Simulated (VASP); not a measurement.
# InP (F-43m) in VASP: single point with PBE

Aim: the single point of InP with PBE.

Program: VASP 6.6.1. These are calculated values, not measurements. Logs are shortened: lines on timing, memory, paths and dates and some standing lists are left out, and cuts for length are marked.

### Step 1. The cell of the first run

The structure is cubic, space group F-43m (No. 216). The conventional cell has a = 5.861 Å, b = 5.861 Å, c = 5.861 Å, α = 90.00°, β = 90.00°, γ = 90.00°. In (site symmetry -43m) has 4 P at 2.54 Å within 3.3 Å. P (site symmetry -43m) has 4 In at 2.54 Å within 3.3 Å.

### Step 2. Single point, PBE

The input, INCAR:

```
SYSTEM = InP
  ALGO = Normal
  EDIFF = 1E-6
  ENCUT = 500
  GGA = PE
  GGA_COMPAT = .False.
  ISIF = 2
  ISMEAR = 0
  LASPH = .True.
  LCHARG = .False.
  LREAL = .False.
  LWAVE = .False.
  NBANDS = 16
  NELM = 120
  PREC = Accurate
  SIGMA = 0.01
```

The input, KPOINTS:

```
k-points
0
Gamma
  3 3 3
  0 0 0
```

The input, POSCAR:

```
InP
1.0
    0.0000000000      2.9305000000      2.9305000000
    2.9305000000      0.0000000000      2.9305000000
    2.9305000000      2.9305000000      0.0000000000
In P
1 1
Direct
    0.0000000000      0.0000000000      0.0000000000
    0.2500000000      0.2500000000      0.2500000000
```

Potentials or basis: VASP PAW PBE potentials, release 64 (In_d, P).

Started as:

```console
$ cat potpaw_PBE.64/In_d/POTCAR potpaw_PBE.64/P/POTCAR > POTCAR
$ mpirun -np 1 vasp_std > vasp.out
```

OUTCAR:

```text
SYSTEM = InP
   EDIFF = 1E-6
   ENCUT = 500
   GGA = PE
   ISIF = 2
   ISMEAR = 0
   LASPH = .True.
   LREAL = .False.
   NELM = 120
   PREC = Accurate

 ion  position               nearest neighbor table
   1  0.000  0.000  0.000-   2 2.54   2 2.54   2 2.54   2 2.54
   2  0.250  0.250  0.250-   1 2.54   1 2.54   1 2.54   1 2.54

  LATTYP: Found a face centered cubic cell.
 ALAT       =     5.8610000000

  Lattice vectors:

 A1 = (   0.0000000000,   2.9305000000,   2.9305000000)
 A2 = (   2.9305000000,   0.0000000000,   2.9305000000)
 A3 = (   2.9305000000,   2.9305000000,   0.0000000000)

Analysis of symmetry for initial positions (statically):
=====================================================================
 Subroutine PRICEL returns:
 Original cell was already a primitive cell.

 Routine SETGRP: Setting up the symmetry group for a
 face centered cubic supercell.

 Subroutine GETGRP returns: Found 24 space group operations
 (whereof 24 operations were pure point group operations)
 out of a pool of 48 trial point group operations.

The static configuration has the point symmetry T_d .

Analysis of symmetry for dynamics (positions and initial velocities):
=====================================================================
 Subroutine PRICEL returns:
 Original cell was already a primitive cell.

 Routine SETGRP: Setting up the symmetry group for a
 face centered cubic supercell.

 Subroutine GETGRP returns: Found 24 space group operations
 (whereof 24 operations were pure point group operations)
 out of a pool of 48 trial point group operations.

The dynamic configuration has the point symmetry T_d .

 Subroutine INISYM returns: Found 24 space group operations
 (whereof 24 operations are pure point group operations),
 and found     1 'primitive' translations

----------------------------------------------------------------------------------------

                                     Primitive cell

  volume of cell :      50.3333

  direct lattice vectors                    reciprocal lattice vectors
     0.000000000  2.930500000  2.930500000    -0.170619348  0.170619348  0.170619348
     2.930500000  0.000000000  2.930500000     0.170619348 -0.170619348  0.170619348
     2.930500000  2.930500000  0.000000000     0.170619348  0.170619348 -0.170619348

  length of vectors
     4.144352845  4.144352845  4.144352845     0.295521380  0.295521380  0.295521380

  position of ions in fractional coordinates (direct lattice)
     0.000000000  0.000000000  0.000000000
     0.250000000  0.250000000  0.250000000

  ion indices of the primitive-cell ions
   primitive index   ion index
                 1           1
                 2           2

----------------------------------------------------------------------------------------

 KPOINTS: k-points

Automatic generation of k-mesh.
 Grid dimensions read from file:
 generate k-points for:    3    3    3

 Generating k-lattice:

  Cartesian coordinates                     Fractional coordinates (reciprocal lattice)
    -0.056873116  0.056873116  0.056873116     0.333333333  0.000000000  0.000000000
     0.056873116 -0.056873116  0.056873116     0.000000000  0.333333333  0.000000000
     0.056873116  0.056873116 -0.056873116     0.000000000  0.000000000  0.333333333

  Length of vectors
     0.098507127  0.098507127  0.098507127

  Shift w.r.t. Gamma in fractional coordinates (k-lattice)
     0.000000000  0.000000000  0.000000000

 Subroutine IBZKPT returns following result:
 ===========================================

 Found      4 irreducible k-points:

 Following reciprocal coordinates:
            Coordinates               Weight
  0.000000  0.000000  0.000000      1.000000
  0.333333  0.000000  0.000000      8.000000
  0.333333  0.333333  0.000000      6.000000
 -0.333333  0.333333  0.000000     12.000000
   k-points           NKPTS =      4   k-points in BZ     NKDIM =      4   number of bands    NBANDS=     16
   number of dos      NEDOS =    301   number of ions     NIONS =      2
   total plane-waves  NPLWV =  27000
   dimension x,y,z NGX =    30 NGY =   30 NGZ =   30
   dimension x,y,z NGXF=    60 NGYF=   60 NGZF=   60
   ions per type =               1   1
   NGX,Y,Z   is equivalent  to a cutoff of  12.03, 12.03, 12.03 a.u.
   NGXF,Y,Z  is equivalent  to a cutoff of  24.07, 24.07, 24.07 a.u.
 SYSTEM =  InP
   PREC   = accura    normal or accurate (medium, high low for compatibility)
   ISTART =      0    job   : 0-new  1-cont  2-samecut
   ICHARG =      2    charge: 1-file 2-atom 10-const
   ISPIN  =      1    spin polarized calculation?
   LNONCOLLINEAR =      F non collinear calculations
   LSORBIT =      F    spin-orbit coupling
   LASPH  =      T    aspherical Exc in radial PAW
   ENCUT  =  500.0 eV  36.75 Ry    6.06 a.u.   7.56  7.56  7.56*2*pi/ulx,y,z
   NELM   =    120;   NELMIN=  2; NELMDL= -5     # of ELM steps
   EDIFF  = 0.1E-05   stopping-criterion for ELM
   LREAL  =      F    real-space projection
   EDIFFG = 0.1E-04   stopping-criterion for IOM
   NSW    =      0    number of steps for IOM
   IBRION =     -1    ionic relax: 0-MD 1-quasi-New 2-CG
   NFREE  =      0    steps in history (QN), initial steepest desc. (CG)
   ISIF   =      2    stress and relaxation
   ISYM   =      2    0-nonsym 1-usesym 2-fastsym
   POTIM  = 0.5000    time-step for ionic-motion
   TEBEG  =    0.0;   TEEND  =   0.0 temperature during run
   PSTRESS=    0.0 pullay stress
   NELECT =      18.0000    total number of electrons
   NUPDOWN=      -1.0000    fix difference up-down
   EMIN   =  10.00;   EMAX   =-10.00  energy-range for DOS
   EFERMI =   0.00;   METHOD = LEGACY
   ISMEAR =     0;   SIGMA  =   0.01  broadening in eV -4-tet -1-fermi 0-gaus
   EFERMI_NEDOS =   21; number of points for ismear=-14 and -15
   IALGO  =     38    algorithm
   IMIX   =      4    mixing-type and parameters
     AMIX     =   0.40;   BMIX     =  1.00
     AMIX_MAG =   1.60;   BMIX_MAG =  1.00
  volume/ion in A,a.u.               =      25.17       169.83
  Fermi-wavevector in a.u.,A,eV,Ry     =   1.162021  2.195901 18.371846  1.350293
  Thomas-Fermi vector in A             =   2.298587
   LORBIT       =      0    0 simple, 1 ext, 2 COOP (PROOUT), +10 PAW based schemes
   GGA     = PE    functional components
   LHFCALC =     F    Hartree Fock is set to
   AEXX    =    0.0000 exact exchange contribution
   IVDW    =     0    specifies the selected vdW correction
   LEPSILON=     F    determine dielectric tensor
   LRPA    =     F    only Hartree local field effects (RPA)
 non-spin polarized calculation
 Gauss-broadening in eV      SIGMA  =   0.01
  energy-cutoff  :      500.00
  volume of cell :       50.33
 maximum number of plane-waves:      1283
 NGX is ok and might be reduce to    30
   NGX = 15   NGY = 15   NGZ = 15

 number of electron      18.0000009 magnetization

 Free energy of the ion-electron system (eV)
  ---------------------------------------------------
  ext. energy  EPLUGINS =         0.00000000
  ---------------------------------------------------
  free energy    TOTEN  =        -7.98359522 eV

  energy without entropy =       -7.98359522  energy(sigma->0) =       -7.98359522

 E-fermi :   5.3806     XC(G=0):  -9.2250

 val. band max:        5.3123295667   @ k =   0.0000   0.0000   0.0000
 cond. band min:       5.9892757686   @ k =   0.0000   0.0000   0.0000
 fundamental gap:      0.6769462019
 Fermi energy:         5.3805742197

 k-point     1 :       0.0000    0.0000    0.0000
  band No.  band energies     occupation
      1      -9.0035      2.00000
      2      -9.0035      2.00000
      3      -9.0035      2.00000
      4      -8.8574      2.00000
      5      -8.8574      2.00000
      6      -6.2197      2.00000
[... 8 lines left out ...]
     15      14.6953      0.00000
     16      14.6953      0.00000

 k-point     2 :       0.3333    0.0000    0.0000
  band No.  band energies     occupation
      1      -9.0887      2.00000
      2      -8.9719      2.00000
      3      -8.9719      2.00000
      4      -8.8502      2.00000
      5      -8.8502      2.00000
      6      -5.0945      2.00000
[... 8 lines left out ...]
     15      14.3492      0.00000
     16      14.3492      0.00000

 k-point     3 :       0.3333    0.3333    0.0000
  band No.  band energies     occupation
      1      -9.1419      2.00000
      2      -8.9268      2.00000
      3      -8.9268      2.00000
      4      -8.8938      2.00000
      5      -8.8312      2.00000
      6      -4.7117      2.00000
[... 8 lines left out ...]
     15      15.5803      0.00000
     16      18.6302      0.00000

 k-point     4 :      -0.3333    0.3333    0.0000
  band No.  band energies     occupation
      1      -9.1380      2.00000
      2      -8.9438      2.00000
      3      -8.9250      2.00000
      4      -8.8710      2.00000
      5      -8.8454      2.00000
      6      -3.9685      2.00000
[... 8 lines left out ...]
     15      14.4697      0.00000
     16      18.4248      0.00000

------------------------ aborting loop because EDIFF is reached ----------------------------------------

  FORCE on cell =-STRESS in cart. coord.  units (eV):
  Direction    XX          YY          ZZ          XY          YZ          ZX
  --------------------------------------------------------------------------------------
  -------------------------------------------------------------------------------------
  Total        1.3012889      1.3012889      1.3012889     -0.0000000      0.0000000      0.0000000
  in kB       41.4218161     41.4218161     41.4218161     -0.0000000      0.0000000      0.0000000
  external PRESSURE =      41.4218161 kB  Pullay stress =       0.0000000 kB

 VOLUME and BASIS-vectors are now :
 -----------------------------------------------------------------------------
  energy-cutoff  :      500.00
  volume of cell :       50.33
      direct lattice vectors                 reciprocal lattice vectors
     0.000000000  2.930500000  2.930500000    -0.170619348  0.170619348  0.170619348
     2.930500000  0.000000000  2.930500000     0.170619348 -0.170619348  0.170619348
     2.930500000  2.930500000  0.000000000     0.170619348  0.170619348 -0.170619348

 POSITION                                       TOTAL-FORCE (eV/Angst)
 -----------------------------------------------------------------------------------
      0.00000      0.00000      0.00000        -0.000000      0.000000      0.000000
      1.46525      1.46525      1.46525         0.000000     -0.000000     -0.000000
 -----------------------------------------------------------------------------------
    total drift:                                0.000000      0.000000      0.000000

  FREE ENERGIE OF THE ION-ELECTRON SYSTEM (eV)
  ---------------------------------------------------
  free  energy   TOTEN  =        -7.9835952177 eV

  energy  without entropy=       -7.9835952177  energy(sigma->0) =       -7.98359522
```

Wall time 3.4 s (1 thread of AMD EPYC 9R45 (Zen 5), shared host); peak memory 0.13 GiB.

What came out:

```yaml
Free_energy: -7.9836 eV
Pressure: 4.1 GPa
Band_gap_on_the_k_mesh: 0.68 eV, direct
```

Caveat: the k points lie up to 0.62 Å⁻¹ apart; spin-orbit coupling is left out, which moves the levels of the heavy elements.
